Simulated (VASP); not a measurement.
# Ga (Fd-3m) in VASP: notebook, part 2 of 2

VASP 6.6.1. Earlier steps stand in the parts before.

**4. Single point, PBE (volume scaled by 0.68)**

Contents of INCAR:

```
ALGO = Normal
EDIFF = 1E-7
ENCUT = 520
GGA = PE
ISIF = 2
ISMEAR = -1
LASPH = T
LCHARG = F
LREAL = F
LWAVE = F
NBANDS = 20
NELM = 100
PREC = Accurate
SIGMA = 0.05
```

Contents of KPOINTS:

```
k-points
0
Gamma
  11 11 11
```

Contents of POSCAR:

```
Ga
1.0
    0.0000000000      2.5849942786      2.5849942786
    2.5849942786      0.0000000000      2.5849942786
    2.5849942786      2.5849942786      0.0000000000
Ga
2
Direct
   -0.1250000000     -0.1250000000     -0.1250000000
    0.1250000000      0.1250000000      0.1250000000
```

Potentials or basis: VASP PAW PBE potentials, release 64 (Ga_d).

Run with:

```
$ cat potpaw_PBE.64/Ga_d/POTCAR > POTCAR
$ mpirun -np 1 vasp_std > vasp.out
```

OUTCAR:

```text
EDIFF = 1E-7
   ENCUT = 520
   GGA = PE
   ISIF = 2
   ISMEAR = -1
   LASPH = T
   LREAL = F
   NELM = 100
   PREC = Accurate

 ion  position               nearest neighbor table
   1  0.875  0.875  0.875-   2 2.24   2 2.24   2 2.24   2 2.24
   2  0.125  0.125  0.125-   1 2.24   1 2.24   1 2.24   1 2.24

  LATTYP: Found a face centered cubic cell.
 ALAT       =     5.1699885572

  Lattice vectors:

 A1 = (   0.0000000000,   2.5849942786,   2.5849942786)
 A2 = (   2.5849942786,   0.0000000000,   2.5849942786)
 A3 = (   2.5849942786,   2.5849942786,   0.0000000000)

Analysis of symmetry for initial positions (statically):
=====================================================================
 Subroutine PRICEL returns:
 Original cell was already a primitive cell.

 Routine SETGRP: Setting up the symmetry group for a
 face centered cubic supercell.

 Subroutine GETGRP returns: Found 48 space group operations
 (whereof 12 operations were pure point group operations)
 out of a pool of 48 trial point group operations.

The static configuration has the point symmetry D_3d.
 The point group associated with its full space group is O_h .

Analysis of symmetry for dynamics (positions and initial velocities):
=====================================================================
 Subroutine PRICEL returns:
 Original cell was already a primitive cell.

 Routine SETGRP: Setting up the symmetry group for a
 face centered cubic supercell.

 Subroutine GETGRP returns: Found 48 space group operations
 (whereof 12 operations were pure point group operations)
 out of a pool of 48 trial point group operations.

The dynamic configuration has the point symmetry D_3d.
 The point group associated with its full space group is O_h .

 Subroutine INISYM returns: Found 48 space group operations
 (whereof 12 operations are pure point group operations),
 and found     1 'primitive' translations

----------------------------------------------------------------------------------------

                                     Primitive cell

  volume of cell :      34.5469

  direct lattice vectors                    reciprocal lattice vectors
     0.000000000  2.584994279  2.584994279    -0.193424026  0.193424026  0.193424026
     2.584994279  0.000000000  2.584994279     0.193424026 -0.193424026  0.193424026
     2.584994279  2.584994279  0.000000000     0.193424026  0.193424026 -0.193424026

  length of vectors
     3.655733967  3.655733967  3.655733967     0.335020240  0.335020240  0.335020240

  position of ions in fractional coordinates (direct lattice)
     0.875000000  0.875000000  0.875000000
     0.125000000  0.125000000  0.125000000

  ion indices of the primitive-cell ions
   primitive index   ion index
                 1           1
                 2           2

----------------------------------------------------------------------------------------

 KPOINTS: k-points

Automatic generation of k-mesh.
 Grid dimensions read from file:
 generate k-points for:   11   11   11

 Generating k-lattice:

  Cartesian coordinates                     Fractional coordinates (reciprocal lattice)
    -0.017584002  0.017584002  0.017584002     0.090909091  0.000000000  0.000000000
     0.017584002 -0.017584002  0.017584002     0.000000000  0.090909091  0.000000000
     0.017584002  0.017584002 -0.017584002     0.000000000  0.000000000  0.090909091

  Length of vectors
     0.030456385  0.030456385  0.030456385

  Shift w.r.t. Gamma in fractional coordinates (k-lattice)
     0.000000000  0.000000000  0.000000000

 Subroutine IBZKPT returns following result:
 ===========================================

 Found     56 irreducible k-points:

 Following reciprocal coordinates:
            Coordinates               Weight
  0.000000  0.000000  0.000000      1.000000
  0.090909  0.000000  0.000000      8.000000
  0.181818  0.000000  0.000000      8.000000
  0.272727  0.000000  0.000000      8.000000
  0.363636  0.000000  0.000000      8.000000
  0.454545  0.000000  0.000000      8.000000
[... 16 lines left out ...]
 -0.272727  0.181818  0.000000     24.000000
 -0.181818  0.181818  0.000000     12.000000
 [... further k-points ...]
   k-points           NKPTS =     56   k-points in BZ     NKDIM =     56   number of bands    NBANDS=     20
   number of dos      NEDOS =    301   number of ions     NIONS =      2
   total plane-waves  NPLWV =  21952
   dimension x,y,z NGX =    28 NGY =   28 NGZ =   28
   dimension x,y,z NGXF=    56 NGYF=   56 NGZF=   56
   ions per type =               2
   NGX,Y,Z   is equivalent  to a cutoff of  12.73, 12.73, 12.73 a.u.
   NGXF,Y,Z  is equivalent  to a cutoff of  25.47, 25.47, 25.47 a.u.
 SYSTEM =  unknown system
   PREC   = accura    normal or accurate (medium, high low for compatibility)
   ISTART =      0    job   : 0-new  1-cont  2-samecut
   ICHARG =      2    charge: 1-file 2-atom 10-const
   ISPIN  =      1    spin polarized calculation?
   LNONCOLLINEAR =      F non collinear calculations
   LSORBIT =      F    spin-orbit coupling
   LASPH  =      T    aspherical Exc in radial PAW
   ENCUT  =  520.0 eV  38.22 Ry    6.18 a.u.   6.80  6.80  6.80*2*pi/ulx,y,z
   NELM   =    100;   NELMIN=  2; NELMDL= -5     # of ELM steps
   EDIFF  = 0.1E-06   stopping-criterion for ELM
   LREAL  =      F    real-space projection
   EDIFFG = 0.1E-05   stopping-criterion for IOM
   NSW    =      0    number of steps for IOM
   IBRION =     -1    ionic relax: 0-MD 1-quasi-New 2-CG
   NFREE  =      0    steps in history (QN), initial steepest desc. (CG)
   ISIF   =      2    stress and relaxation
   ISYM   =      2    0-nonsym 1-usesym 2-fastsym
   POTIM  = 0.5000    time-step for ionic-motion
   TEBEG  =    0.0;   TEEND  =   0.0 temperature during run
   PSTRESS=    0.0 pullay stress
   NELECT =      26.0000    total number of electrons
   NUPDOWN=      -1.0000    fix difference up-down
   EMIN   =  10.00;   EMAX   =-10.00  energy-range for DOS
   EFERMI =   0.00;   METHOD = LEGACY
   ISMEAR =    -1;   SIGMA  =   0.05  broadening in eV -4-tet -1-fermi 0-gaus
   EFERMI_NEDOS =   21; number of points for ismear=-14 and -15
   IALGO  =     38    algorithm
   IMIX   =      4    mixing-type and parameters
     AMIX     =   0.40;   BMIX     =  1.00
     AMIX_MAG =   1.60;   BMIX_MAG =  1.00
  volume/ion in A,a.u.               =      17.27       116.57
  Fermi-wavevector in a.u.,A,eV,Ry     =   1.489120  2.814029 30.170625  2.217478
  Thomas-Fermi vector in A             =   2.602069
   LORBIT       =      0    0 simple, 1 ext, 2 COOP (PROOUT), +10 PAW based schemes
   GGA     = PE    functional components
   LHFCALC =     F    Hartree Fock is set to
   AEXX    =    0.0000 exact exchange contribution
   IVDW    =     0    specifies the selected vdW correction
   LEPSILON=     F    determine dielectric tensor
   LRPA    =     F    only Hartree local field effects (RPA)
 non-spin polarized calculation
  energy-cutoff  :      520.00
  volume of cell :       34.55
 maximum number of plane-waves:       950
   NGX = 13   NGY = 13   NGZ = 13

 number of electron      26.0000020 magnetization

 Free energy of the ion-electron system (eV)
  ---------------------------------------------------
  ext. energy  EPLUGINS =         0.00000000
  ---------------------------------------------------
  free energy    TOTEN  =        -4.01072167 eV

  energy without entropy =       -4.00011210  energy(sigma->0) =       -4.00541689

 E-fermi :   5.5759     XC(G=0): -11.1493

 val. band max:        5.5697836225   @ k =  -0.4545   0.2727   0.0909
 cond. band min:       5.6169664238   @ k =   0.3636   0.1818   0.0909
 fundamental gap:      0.0471828014
 Fermi energy:         5.5759302625

 k-point     1 :       0.0000    0.0000    0.0000
  band No.  band energies     occupation
      1      -9.7580      2.00000
      2      -9.7580      2.00000
      3      -9.7580      2.00000
      4      -9.6884      2.00000
      5      -9.6884      2.00000
      6      -9.0132      2.00000
[... 12 lines left out ...]
     19      15.2870      0.00000
     20      19.0774      0.00000

 k-point     2 :       0.0909    0.0000    0.0000
  band No.  band energies     occupation
      1      -9.7810      2.00000
      2      -9.7810      2.00000
      3      -9.7547      2.00000
      4      -9.6565      2.00000
      5      -9.6565      2.00000
      6      -9.0236      2.00000
[... 498 lines left out ...]
 k-point    24 :      -0.1818    0.1818    0.0000
  band No.  band energies     occupation
      1      -9.8586      2.00000
      2      -9.8197      2.00000
      3      -9.7073      2.00000
      4      -9.5897      2.00000
      5      -9.4956      2.00000
      6      -9.1408      2.00000
[... 12 lines left out ...]
     19      15.7253      0.00000
     20      19.3611      0.00000

 [... further k-points ...]
[... 5 lines left out ...]
  --------------------------------------------------------------------------------------
  -------------------------------------------------------------------------------------
  Total        7.6104320      7.6104320      7.6104320     -0.0000000     -0.0000000     -0.0000000
  in kB      352.9483376    352.9483376    352.9483376     -0.0000000     -0.0000000     -0.0000000
  external PRESSURE =     352.9483376 kB  Pullay stress =       0.0000000 kB

 VOLUME and BASIS-vectors are now :
 -----------------------------------------------------------------------------
  energy-cutoff  :      520.00
  volume of cell :       34.55
      direct lattice vectors                 reciprocal lattice vectors
     0.000000000  2.584994279  2.584994279    -0.193424026  0.193424026  0.193424026
     2.584994279  0.000000000  2.584994279     0.193424026 -0.193424026  0.193424026
     2.584994279  2.584994279  0.000000000     0.193424026  0.193424026 -0.193424026

 POSITION                                       TOTAL-FORCE (eV/Angst)
 -----------------------------------------------------------------------------------
      4.52374      4.52374      4.52374         0.000000      0.000000      0.000000
      0.64625      0.64625      0.64625        -0.000000     -0.000000     -0.000000
 -----------------------------------------------------------------------------------
    total drift:                                0.000000      0.000000     -0.000000

  FREE ENERGIE OF THE ION-ELECTRON SYSTEM (eV)
  ---------------------------------------------------
  free  energy   TOTEN  =        -4.0107216745 eV

  energy  without entropy=       -4.0001121027  energy(sigma->0) =       -4.00541689
```

OSZICAR:

```text
N       E                     dE             d eps       ncg     rms          rms(c)
DAV:   1     0.139839665039E+03    0.13984E+03   -0.13296E+04  2360   0.252E+03
DAV:   2     0.825105449538E+01   -0.13159E+03   -0.12811E+03  2276   0.401E+02
DAV:   3    -0.384636799833E+01   -0.12097E+02   -0.12053E+02  2500   0.100E+02
DAV:   4    -0.403698167707E+01   -0.19061E+00   -0.19053E+00  2556   0.135E+01
DAV:   5    -0.404018855186E+01   -0.32069E-02   -0.32066E-02  2624   0.171E+00    0.234E+00
DAV:   6    -0.401599188158E+01    0.24197E-01   -0.80258E-02  2932   0.558E+00    0.124E+00
DAV:   7    -0.401134045446E+01    0.46514E-02   -0.16386E-02  3496   0.224E+00    0.264E-01
DAV:   8    -0.401067473454E+01    0.66572E-03   -0.43596E-03  2736   0.907E-01    0.321E-02
DAV:   9    -0.401072278355E+01   -0.48049E-04   -0.27930E-04  2652   0.210E-01    0.132E-02
DAV:  10    -0.401072028155E+01    0.25020E-05   -0.30715E-05  2648   0.739E-02    0.234E-03
DAV:  11    -0.401072137930E+01   -0.10977E-05   -0.22349E-06  2632   0.149E-02    0.758E-04
DAV:  12    -0.401072166455E+01   -0.28525E-06   -0.18818E-07  2312   0.600E-03    0.657E-05
DAV:  13    -0.401072167449E+01   -0.99462E-08   -0.16562E-08  1440   0.115E-03
   1 F= -.40107217E+01 E0= -.40054169E+01  d E =-.106096E-01
```

stdout:

```text
POSCAR found type information on POSCAR Ga
 POSCAR found :  1 types and       2 ions
 scaLAPACK will be used
 LDA part: xc-table for (Slater+PW92), standard interpolation
 POSCAR, INCAR and KPOINTS ok, starting setup
 FFT: planning ... GRIDC
 FFT: planning ... GRID_SOFT
 FFT: planning ... GRID
 WAVECAR not read
 entering main loop
```

Run time: 31 s. Hardware: 1 thread of Intel Xeon Platinum 8259CL at 2.50GHz (Skylake/Cascade Lake), shared host; peak memory 0.17 GiB.

What came out:

```
Free energy            : -4.0107 eV
Pressure               : 35.3 GPa
Band gap on the k mesh : zero (band 13 reaches 9.67 eV, above the bottom of band 14 at 3.77 eV)
```

**5. Single point, PBE (volume scaled by 0.78)**

Contents of INCAR:

```
ALGO = Normal
EDIFF = 1E-6
ENCUT = 520
GGA = PE
ISIF = 2
ISMEAR = -1
LASPH = True
LCHARG = True
LELF = True
LREAL = False
LVHAR = True
LWAVE = False
NBANDS = 20
NELM = 60
PREC = Accurate
SIGMA = 0.05
```

KPOINTS is that of step 4.

Contents of POSCAR:

```
Ga
1.0
    0.0000000000      2.7059606877      2.7059606877
    2.7059606877      0.0000000000      2.7059606877
    2.7059606877      2.7059606877      0.0000000000
Ga
2
Direct
   -0.1250000000     -0.1250000000     -0.1250000000
    0.1250000000      0.1250000000      0.1250000000
```

Run with:

```
$ cat potpaw_PBE.64/Ga_d/POTCAR > POTCAR
$ mpirun -np 1 vasp_std > vasp.out
```

Run time: 30 s. Hardware: 1 thread of Intel Xeon Platinum 8259CL at 2.50GHz (Skylake/Cascade Lake), shared host; peak memory 0.17 GiB.

Results (log left out):

```
Free energy            : -4.8033 eV
Pressure               : 16.6 GPa
Band gap on the k mesh : zero (band 13 reaches 7.90 eV, above the bottom of band 14 at 2.87 eV)
```

Levels at points of the mesh, in eV from the Fermi level:
| k point | band 9 | band 10 | band 11 | band 12 | band 13 | band 14 | band 15 | band 16 | band 17 | band 18 |
| --- | --- | --- | --- | --- | --- | --- | --- | --- | --- | --- |
| (0.00, 0.00, 0.00) | -14.35 | -14.35 | -10.72 | 3.53 | 3.53 | 3.53 | 5.55 | 5.55 | 5.55 | 6.18 |

**6. Single point, PBE (volume scaled by 0.78)**

Contents of INCAR:

```
SYSTEM = Ga
ALGO = Normal ; EDIFF = 1E-6
ENCUT = 520 ; GGA = PE
ISIF = 2 ; ISMEAR = -1
LASPH = .TRUE. ; LCHARG = .TRUE.
LELF = .TRUE. ; LREAL = .FALSE.
LVHAR = .TRUE. ; LWAVE = .FALSE.
NBANDS = 20 ; NELM = 100
PREC = Accurate ; SIGMA = 0.05
```

Contents of KPOINTS:

```
k-points
0
G
  11 11 11
  0 0 0
```

POSCAR is that of step 5.

Potentials or basis: VASP PAW PBE potentials, release 64 (Ga_d).

Run with:

```
$ cat potpaw_PBE.64/Ga_d/POTCAR > POTCAR
$ mpirun -np 1 vasp_std > vasp.out
```

It took 30 s on 1 thread of Intel Xeon Platinum 8259CL at 2.50GHz (Skylake/Cascade Lake), shared host; peak memory 0.17 GiB.

It converged, with:

```
Free energy            : -4.8033 eV
Pressure               : 16.6 GPa
Band gap on the k mesh : zero (band 13 reaches 7.90 eV, above the bottom of band 14 at 2.87 eV)
```

Levels at points of the mesh, in eV from the Fermi level:
```tsv
k point	band 10	band 11	band 12	band 13	band 14	band 15	band 16	band 17
(0.00, 0.00, 0.00)	-14.35	-10.72	3.53	3.53	3.53	5.55	5.55	5.55
```

**7. Summary**

| cell | gap on the mesh (eV) | pressure (GPa) |
| --- | --- | --- |
| a = 3.300 Å, angles 60.0°, 2 atoms | none | 127.8 |
| a = 3.656 Å, angles 60.0°, 2 atoms | none | 35.3 |
| a = 3.827 Å, angles 60.0°, 2 atoms | none | 16.6 |

Alike in all rows: task single point; level PBE; potentials or basis VASP PAW PBE potentials, release 64 (Ga_d); no spin polarisation; k mesh 11 × 11 × 11; cutoff (eV) 520; smearing fermi-dirac 0.05 eV.

Total energies depend on the potentials used, so only differences within one code and one set of settings carry meaning.
